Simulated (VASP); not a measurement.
# Fe (Fmmm) in VASP: a series of runs, part 2 of 2

VASP 6.6.1.

**3. Electric field gradients, PBE, collinear spin, ferromagnetic start (zz strain of -2 %)**

Input file INCAR:

```
  PREC = Accurate
  ENCUT = 520
  EDIFF = 1E-8
  ISMEAR = -1
  SIGMA = 0.05
  LREAL = F
  LASPH = T
  NELM = 200
  ALGO = Normal
  ISIF = 2
  LWAVE = F
  LCHARG = F
  ISPIN = 2
  MAGMOM = 3
  LORBIT = 11
  LMAXMIX = 4
  GGA = PE
  LEFG = T
  NBANDS = 14
  GGA_COMPAT = F
```

Input file KPOINTS:

```
regular mesh
0
Gamma
  16 16 16
```

Input file POSCAR:

```
Fe
1.0
    0.0000000000      1.9417396906      1.9258030590
    1.4984397099      0.0000000000      1.9258030590
    1.4984397099      1.9417396906      0.0000000000
Fe
1
Direct
    0.0000000000      0.0000000000      0.0000000000
```

Potentials or basis: VASP PAW PBE potentials, release 64 (Fe).

Run with:

```
$ cat potpaw_PBE.64/Fe/POTCAR > POTCAR
$ mpirun -np 1 vasp_std > vasp.out
```

OUTCAR:

```text
PREC = Accurate
   ENCUT = 520
   EDIFF = 1E-8
   ISMEAR = -1
   LREAL = F
   LASPH = T
   NELM = 200
   ISIF = 2
   ISPIN = 2
   LORBIT = 11
   GGA = PE

 ion  position               nearest neighbor table
   1  0.000  0.000  0.000-

  LATTYP: Found a face centered orthorhombic cell.
 ALAT       =     2.9968794198
 B/A-ratio  =     1.2852055683
 C/A-ratio  =     1.2958410524

  Lattice vectors:

 A1 = (   0.0000000000,   1.9417396906,  -1.9258030590)
 A2 = (   1.4984397099,   1.9417396906,   0.0000000000)
 A3 = (   1.4984397099,   0.0000000000,  -1.9258030590)

Analysis of symmetry for initial positions (statically):
=====================================================================
 Subroutine PRICEL returns:
 Original cell was already a primitive cell.

 Routine SETGRP: Setting up the symmetry group for a
 face centered orthorhombic supercell.

 Subroutine GETGRP returns: Found  8 space group operations
 (whereof  8 operations were pure point group operations)
 out of a pool of  8 trial point group operations.

The static configuration has the point symmetry D_2h.

Analysis of symmetry for dynamics (positions and initial velocities):
=====================================================================
 Subroutine PRICEL returns:
 Original cell was already a primitive cell.

 Routine SETGRP: Setting up the symmetry group for a
 face centered orthorhombic supercell.

 Subroutine GETGRP returns: Found  8 space group operations
 (whereof  8 operations were pure point group operations)
 out of a pool of  8 trial point group operations.

The dynamic configuration has the point symmetry D_2h.

Analysis of structural, dynamic, and magnetic symmetry:
=====================================================================
 Subroutine PRICEL returns:
 Original cell was already a primitive cell.

 Routine SETGRP: Setting up the symmetry group for a
 face centered orthorhombic supercell.

 Subroutine GETGRP returns: Found  8 space group operations
 (whereof  8 operations were pure point group operations)
 out of a pool of  8 trial point group operations.

The overall configuration has the point symmetry D_2h.

 Subroutine INISYM returns: Found  8 space group operations
 (whereof  8 operations are pure point group operations),
 and found     1 'primitive' translations

----------------------------------------------------------------------------------------

                                     Primitive cell

  volume of cell :      11.2066

  direct lattice vectors                    reciprocal lattice vectors
     0.000000000  1.941739691  1.925803059    -0.333680426  0.257501045  0.259631948
     1.498439710  0.000000000  1.925803059     0.333680426 -0.257501045  0.259631948
     1.498439710  1.941739691  0.000000000     0.333680426  0.257501045 -0.259631948

  length of vectors
     2.734788922  2.440089955  2.452687218     0.495033497  0.495033497  0.495033497

  position of ions in fractional coordinates (direct lattice)
     0.000000000  0.000000000  0.000000000

  ion indices of the primitive-cell ions
   primitive index   ion index
                 1           1

[... 114 lines left out ...]
  free energy    TOTEN  =        -8.22057667 eV

  energy without entropy =       -8.21116841  energy(sigma->0) =       -8.21587254

 E-fermi :   5.9971     XC(G=0): -13.1931

 val. band max:        5.9959013529   @ k =  -0.3750   0.0625   0.1250
 cond. band min:       5.9986329824   @ k =  -0.4375   0.0000   0.4375
 fundamental gap:      0.0027316295
 Fermi energy:         5.9970974025

 spin component 1

 k-point     1 :       0.0000    0.0000    0.0000
  band No.  band energies     occupation
      1      -2.5525      1.00000
      2       3.4971      1.00000
      3       3.5607      1.00000
      4       3.9538      1.00000
      5       4.6038      1.00000
      6       5.0445      1.00000
      7      29.9112      0.00000
      8      31.6310      0.00000
      9      31.8110      0.00000
     10      35.7955      0.00000
     11      36.9821      0.00000
     12      37.1036      0.00000
     13      37.6959      0.00000
     14      37.7618      0.00000
[... 379 lines left out ...]
      3       3.6077      1.00000
      4       4.0814      1.00000
      5       4.5058      1.00000
      6       5.0086      1.00000
      7      28.1716      0.00000
      8      29.7718      0.00000
      9      31.4654      0.00000
     10      34.6485      0.00000
     11      35.2094      0.00000
     12      37.1301      0.00000
     13      37.7601      0.00000
     14      39.8932      0.00000

 [... further k-points ...]

 spin component 2

 k-point     1 :       0.0000    0.0000    0.0000
  band No.  band energies     occupation
      1      -2.3720      1.00000
      2       5.3203      1.00000
      3       5.4247      0.99999
      4       6.0305      0.33906
      5       7.2132      0.00000
      6       7.9056      0.00000
      7      29.6383      0.00000
      8      31.4516      0.00000
      9      31.6589      0.00000
     10      36.1797      0.00000
     11      36.9835      0.00000
     12      38.1503      0.00000
     13      38.3403      0.00000
     14      38.4002      0.00000
[... 379 lines left out ...]
      3       5.4847      0.99996
      4       6.1460      0.04839
      5       7.0766      0.00000
      6       7.8622      0.00000
      7      28.2528      0.00000
      8      29.8812      0.00000
      9      31.3880      0.00000
     10      35.1881      0.00000
     11      35.7213      0.00000
     12      37.5254      0.00000
     13      38.1689      0.00000
     14      40.5882      0.00000

 [... further k-points ...]

------------------------ aborting loop because EDIFF is reached ----------------------------------------

  FORCE on cell =-STRESS in cart. coord.  units (eV):
  Direction    XX          YY          ZZ          XY          YZ          ZX
  --------------------------------------------------------------------------------------
  -------------------------------------------------------------------------------------
  Total       -0.1914462      0.4321409      0.5163863      0.0000000      0.0000000      0.0000000
  in kB      -27.3706586     61.7822644     73.8266439      0.0000000      0.0000000      0.0000000
  external PRESSURE =      36.0794166 kB  Pullay stress =       0.0000000 kB

 VOLUME and BASIS-vectors are now :
 -----------------------------------------------------------------------------
  energy-cutoff  :      520.00
  volume of cell :       11.21
      direct lattice vectors                 reciprocal lattice vectors
     0.000000000  1.941739691  1.925803059    -0.333680426  0.257501045  0.259631948
     1.498439710  0.000000000  1.925803059     0.333680426 -0.257501045  0.259631948
     1.498439710  1.941739691  0.000000000     0.333680426  0.257501045 -0.259631948

 POSITION                                       TOTAL-FORCE (eV/Angst)
 -----------------------------------------------------------------------------------
      0.00000      0.00000      0.00000        -0.000000      0.000000      0.000000
 -----------------------------------------------------------------------------------
    total drift:                                0.000000     -0.000000      0.000000

  FREE ENERGIE OF THE ION-ELECTRON SYSTEM (eV)
  ---------------------------------------------------
  free  energy   TOTEN  =        -8.2205766674 eV

  energy  without entropy=       -8.2111684101  energy(sigma->0) =       -8.21587254

 Electric field gradients (V/A^2)
---------------------------------------------------------------------
 ion       V_xx      V_yy      V_zz      V_xy      V_xz      V_yz
---------------------------------------------------------------------
   1       7.325    -3.987    -3.338     0.001     0.001     0.000
---------------------------------------------------------------------

 Electric field gradients after diagonalization (V/A^2)
 (convention: |V_zz| > |V_xx| > |V_yy|)
----------------------------------------------------------------------
 ion       V_xx      V_yy      V_zz     asymmetry (V_yy - V_xx)/ V_zz
----------------------------------------------------------------------
   1      -3.987    -3.338     7.325       0.089
----------------------------------------------------------------------

           NMR quadrupolar parameters

 Cq : quadrupolar parameter    Cq=e*Q*V_zz/h
 eta: asymmetry parameters     (V_yy - V_xx)/ V_zz
 Q  : nuclear electric quadrupole moment in mb (millibarn)
----------------------------------------------------------------------
 ion       Cq(MHz)       eta       Q (mb)
----------------------------------------------------------------------
   1       0.018       0.089       1.000
----------------------------------------------------------------------

 total charge

# of ion       s       p       d       tot
------------------------------------------
    1        0.495   0.554   6.249   7.298

 magnetization (x)

# of ion       s       p       d       tot
------------------------------------------
    1       -0.013  -0.054   2.254   2.187
```

OSZICAR:

```text
N       E                     dE             d eps       ncg     rms          rms(c)
DAV:   1     0.218450707609E+02    0.21845E+02   -0.38009E+03 38126   0.702E+02
DAV:   2    -0.818877566744E+01   -0.30034E+02   -0.27576E+02 38100   0.129E+02
DAV:   3    -0.909597657836E+01   -0.90720E+00   -0.90010E+00 42170   0.232E+01
DAV:   4    -0.909886831778E+01   -0.28917E-02   -0.28915E-02 40482   0.119E+00
DAV:   5    -0.909888187823E+01   -0.13560E-04   -0.13560E-04 42462   0.831E-02    0.117E+01
DAV:   6    -0.829505871743E+01    0.80382E+00   -0.96883E+00 44466   0.362E+01    0.518E+00
DAV:   7    -0.823441498201E+01    0.60644E-01   -0.54018E-01 42762   0.830E+00    0.318E+00
DAV:   8    -0.822737291020E+01    0.70421E-02   -0.77676E-03 42160   0.518E-01    0.143E+00
DAV:   9    -0.822047629551E+01    0.68966E-02   -0.91586E-03 46878   0.511E-01    0.323E-01
DAV:  10    -0.822050247998E+01   -0.26184E-04   -0.61805E-04 42090   0.269E-01    0.105E-01
DAV:  11    -0.822057706547E+01   -0.74585E-04   -0.29511E-04 43632   0.140E-01    0.358E-02
DAV:  12    -0.822057657351E+01    0.49197E-06   -0.52547E-06 39786   0.271E-02    0.137E-02
DAV:  13    -0.822057754306E+01   -0.96955E-06   -0.22625E-06 42890   0.111E-02    0.877E-03
DAV:  14    -0.822057666460E+01    0.87846E-06   -0.45261E-07 42848   0.632E-03    0.214E-03
DAV:  15    -0.822057670126E+01   -0.36657E-07   -0.13502E-08 26412   0.125E-03    0.986E-04
DAV:  16    -0.822057666547E+01    0.35787E-07   -0.80160E-09 19158   0.901E-04    0.179E-04
DAV:  17    -0.822057666739E+01   -0.19236E-08   -0.86039E-10 18678   0.250E-04
   1 F= -.82205767E+01 E0= -.82158725E+01  d E =-.940826E-02  mag=     2.1929
```

Wall time 4.4 min (1 thread of Oxide Virtual Turin-like, shared host); peak memory 0.22 GiB.

What came out:

```yaml
Free_energy: -8.2206 eV
Pressure: 3.6 GPa
Net_moment: 2.19 μB per cell
Site_moments: Fe +2.19 μB
Largest_electric_field_gradient_by_atom: Fe +7.3 V/Å²
Valence_electrons_inside_the_program's_atomic_spheres: Fe 7.30
```

Stress tensor (GPa, compression positive):
```
-2.74  0.00  0.00
 0.00  6.18  0.00
 0.00  0.00  7.38
```

Levels at points of the mesh, in eV from the Fermi level:
Spin up:
```csv
k point,band 3,band 4,band 5,band 6,band 7,band 8
"(0.00, 0.00, 0.00)",-2.44,-2.04,-1.39,-0.95,23.91,25.63
"(0.50, 0.00, 0.00)",-1.46,-0.78,0.26,0.31,7.17,19.16
"(0.50, 0.50, 0.00)",-0.76,-0.72,0.48,1.10,8.21,17.15
"(0.50, 0.00, 0.50)",-0.74,-0.68,0.42,0.94,8.02,17.31
"(0.00, 0.50, 0.50)",-0.04,0.14,0.22,7.75,11.22,11.23
```
Spin down:
| k point | band 1 | band 2 | band 3 | band 4 | band 5 | band 6 | band 7 |
| --- | --- | --- | --- | --- | --- | --- | --- |
| (0.00, 0.00, 0.00) | -8.37 | -0.68 | -0.57 | 0.03 | 1.22 | 1.91 | 23.64 |
| (0.50, 0.00, 0.00) | -3.76 | -1.45 | 0.37 | 1.09 | 1.95 | 2.55 | 8.55 |
| (0.50, 0.50, 0.00) | -3.70 | -2.23 | 1.25 | 1.92 | 2.03 | 2.62 | 9.58 |
| (0.50, 0.00, 0.50) | -3.72 | -2.27 | 1.09 | 1.96 | 2.08 | 2.61 | 9.39 |
| (0.00, 0.50, 0.50) | -3.25 | -3.03 | 2.27 | 2.29 | 2.33 | 8.01 | 11.51 |

Electric field gradients, principal values (V/Å²):
```tsv
atom	least	middle	greatest (by size)
1 Fe	-3.338	-3.987	7.325
```

Caveat: the cell differs from its parent crystal (zz strain of -2 %); the stress differs along the axes, from -3 to 7 GPa; without QUAD_EFG the Cq values of the log hold for a quadrupole moment of 1 mb, not for the nuclei.

**4. Electric field gradients, PBE, collinear spin, ferromagnetic start (zz strain of +1 %)**

Input file INCAR:

```
  PREC = Accurate
  ENCUT = 520
  EDIFF = 1E-8
  ISMEAR = -1
  SIGMA = 0.05
  LREAL = False
  LASPH = True
  NELM = 200
  ALGO = Normal
  ISIF = 2
  LWAVE = False
  LCHARG = False
  ISPIN = 2
  MAGMOM = 3
  LORBIT = 11
  LMAXMIX = 4
  GGA = PE
  LEFG = True
  NBANDS = 14
  GGA_COMPAT = False
```

Input file KPOINTS:

```
Automatic mesh
0
Gamma
  16 16 16
```

Input file POSCAR:

```
Fe
1.0
    0.0000000000      1.9417396906      1.9847562139
    1.4984397099      0.0000000000      1.9847562139
    1.4984397099      1.9417396906      0.0000000000
Fe
1
Direct
    0.0000000000      0.0000000000      0.0000000000
```

Potentials or basis: VASP PAW PBE potentials, release 64 (Fe).

Run with:

```
$ cat potpaw_PBE.64/Fe/POTCAR > POTCAR
$ mpirun -np 1 vasp_std > vasp.out
```

OUTCAR:

```text
PREC = Accurate
   ENCUT = 520
   EDIFF = 1E-8
   ISMEAR = -1
   LREAL = False
   LASPH = True
   NELM = 200
   ISIF = 2
   ISPIN = 2
   LORBIT = 11
   GGA = PE

 ion  position               nearest neighbor table
   1  0.000  0.000  0.000-

  LATTYP: Found a face centered orthorhombic cell.
 ALAT       =     2.9968794198
 B/A-ratio  =     1.2958410524
 C/A-ratio  =     1.3245485960

  Lattice vectors:

 A1 = (   0.0000000000,   1.9417396906,   1.9847562139)
 A2 = (   1.4984397099,   0.0000000000,   1.9847562139)
 A3 = (   1.4984397099,   1.9417396906,   0.0000000000)

[... 1047 lines left out ...]

 Electric field gradients (V/A^2)
---------------------------------------------------------------------
 ion       V_xx      V_yy      V_zz      V_xy      V_xz      V_yz
---------------------------------------------------------------------
   1       5.851    -2.520    -3.331     0.002    -0.000    -0.001
---------------------------------------------------------------------

 Electric field gradients after diagonalization (V/A^2)
 (convention: |V_zz| > |V_xx| > |V_yy|)
----------------------------------------------------------------------
 ion       V_xx      V_yy      V_zz     asymmetry (V_yy - V_xx)/ V_zz
----------------------------------------------------------------------
   1      -3.331    -2.520     5.851       0.139
----------------------------------------------------------------------

           NMR quadrupolar parameters

 Cq : quadrupolar parameter    Cq=e*Q*V_zz/h
 eta: asymmetry parameters     (V_yy - V_xx)/ V_zz
 Q  : nuclear electric quadrupole moment in mb (millibarn)
----------------------------------------------------------------------
 ion       Cq(MHz)       eta       Q (mb)
----------------------------------------------------------------------
   1       0.014       0.139       1.000
----------------------------------------------------------------------

 total charge

# of ion       s       p       d       tot
------------------------------------------
    1        0.481   0.526   6.228   7.236

 magnetization (x)

# of ion       s       p       d       tot
------------------------------------------
    1       -0.013  -0.053   2.313   2.247
```

stdout:

```text
POSCAR found type information on POSCAR Fe
 POSCAR found :  1 types and       1 ions
 scaLAPACK will be used
 LDA part: xc-table for (Slater+PW92), standard interpolation
 POSCAR, INCAR and KPOINTS ok, starting setup
 FFT: planning ... GRIDC
 FFT: planning ... GRID_SOFT
 FFT: planning ... GRID
 WAVECAR not read
 entering main loop
ion   1
```

Run time: 4.9 min. Hardware: 1 thread of Oxide Virtual Turin-like, shared host; peak memory 0.23 GiB.

Results:

```yaml
Free_energy: -8.2269 eV
Pressure: -2.1 GPa
Net_moment: 2.25 μB per cell
Site_moments: Fe +2.25 μB
Largest_electric_field_gradient_by_atom: Fe +5.9 V/Å²
Valence_electrons_inside_the_program's_atomic_spheres: Fe 7.24
```

Levels at points of the mesh, in eV from the Fermi level:
Spin up:
```tsv
k point	band 2	band 3	band 4	band 5	band 6	band 7	band 8	band 9
(0.00, 0.00, 0.00)	-2.46	-2.30	-2.04	-1.31	-0.95	23.84	25.09	25.57
(0.50, 0.00, 0.00)	-3.16	-1.36	-0.81	0.27	0.33	6.96	18.74	20.88
(0.50, 0.50, 0.00)	-3.67	-0.77	-0.69	0.33	0.75	7.50	17.39	18.66
(0.50, 0.00, 0.50)	-3.63	-0.81	-0.79	0.46	1.16	7.99	16.98	18.23
(0.00, 0.50, 0.50)	-4.66	-0.05	0.03	0.23	7.95	10.81	10.81	14.44
```
Spin down:
```
           k point  band 1  band 2  band 3  band 4  band 5  band 6  band 7
(0.00, 0.00, 0.00)   -8.17   -0.60   -0.33    0.07    1.36    1.93   23.56
(0.50, 0.00, 0.00)   -3.55   -1.34    0.44    1.25    1.98    2.58    8.37
(0.50, 0.50, 0.00)   -3.52   -2.03    0.88    1.98    2.12    2.61    8.91
(0.50, 0.00, 0.50)   -3.47   -1.92    1.29    1.87    2.01    2.65    9.38
(0.00, 0.50, 0.50)   -3.00   -2.82    2.28    2.30    2.39    8.21   11.10
```

Electric field gradients, principal values (V/Å²):
```
atom   least  middle  greatest (by size)
1 Fe  -2.520  -3.331               5.851
```

Caveat: the cell differs from its parent crystal (zz strain of +1 %); the stress differs along the axes, from -7 to 2 GPa; without QUAD_EFG the Cq values of the log hold for a quadrupole moment of 1 mb, not for the nuclei.

**5. Summary**

```tsv
cell	gap on the mesh (eV)	pressure (GPa)	moment (μB)
a = 2.722, b = 2.444, c = 2.379 Å, angles 68.7, 56.8, 54.5°, 1 atom	none	12.1	2.10
a = 2.735, b = 2.440, c = 2.453 Å, angles 68.0, 55.8, 56.2°, 1 atom	none	3.6	2.19
a = 2.777, b = 2.487, c = 2.453 Å, angles 68.4, 56.4, 55.2°, 1 atom	none	-2.1	2.25
```

Alike in all rows: task electric field gradients; level PBE; potentials or basis VASP PAW PBE potentials, release 64 (Fe); spin collinear, ferromagnetic start; k mesh 16 × 16 × 16; cutoff (eV) 520; smearing fermi-dirac 0.05 eV.

Caveats: the stress differs along the axes, from 6 to 19 GPa (at least some runs); the stress differs along the axes, from -3 to 7 GPa (at least some runs); the stress differs along the axes, from -7 to 2 GPa (at least some runs).

Absolute energies hang on the potentials; compare differences alone.
